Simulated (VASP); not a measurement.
Ba2CuSO2, 6 atoms in the cell. Symmetry: P4/mmm, No. 123, tetragonal system. Conventional cell: a = 4.099 Å, b = 4.099 Å, c = 7.592 Å, α = 90.00°, β = 90.00°, γ = 90.00°. Ba (site symmetry 4mm) has 4 O at 2.83 Å and 4 S at 3.43 Å and 4 Cu at 3.50 Å and 1 Ba at 3.68 Å within 3.7 Å. Cu (site symmetry 4/mmm) has 4 O at 2.05 Å within 2.7 Å. S (site symmetry 4/mmm) has 8 Ba at 3.43 Å and 2 Cu at 3.80 Å and 4 S at 4.10 Å and 8 O at 4.31 Å within 4.5 Å. Within 2.7 Å of O (site symmetry mmm) lie 2 Cu at 2.05 Å. 

- Program: VASP 6.6.1
- Task: single point
- Functional: PBEsol
- Dispersion: D3(BJ)
- Potentials or basis: VASP PAW PBE potentials, release 64 (Ba_sv, Cu_sv_GW, S, O)
- Cutoff: 820 eV
- k mesh: 6 × 6 × 3
- Occupations: fermi-dirac, width 0.1 eV
- Spin: no spin polarisation
- Dipole correction: no
- Further INCAR settings: ALGO = Normal; EDIFF = 1e-06; NBANDS = 38

Potentials or basis: VASP PAW PBE potentials, release 64 (Ba_sv, Cu_sv_GW, S, O).

Run with:

```console
$ cat potpaw_PBE.64/Ba_sv/POTCAR potpaw_PBE.64/Cu_sv_GW/POTCAR potpaw_PBE.64/S/POTCAR potpaw_PBE.64/O/POTCAR > POTCAR
$ mpirun -np 1 vasp_std > vasp.out
```

Hardware: 1 thread of Intel(R) Xeon(R) Platinum 8375C CPU @ 2.90GHz (Ice Lake), with other jobs on the host.

Problem. How long does it take, and how much memory?

Solution. Run time: 3.7 min on 1 thread of Intel(R) Xeon(R) Platinum 8375C CPU @ 2.90GHz (Ice Lake), with other jobs on the host, peak memory 0.5 GiB. Counts: scf iterations 16, k points 20.
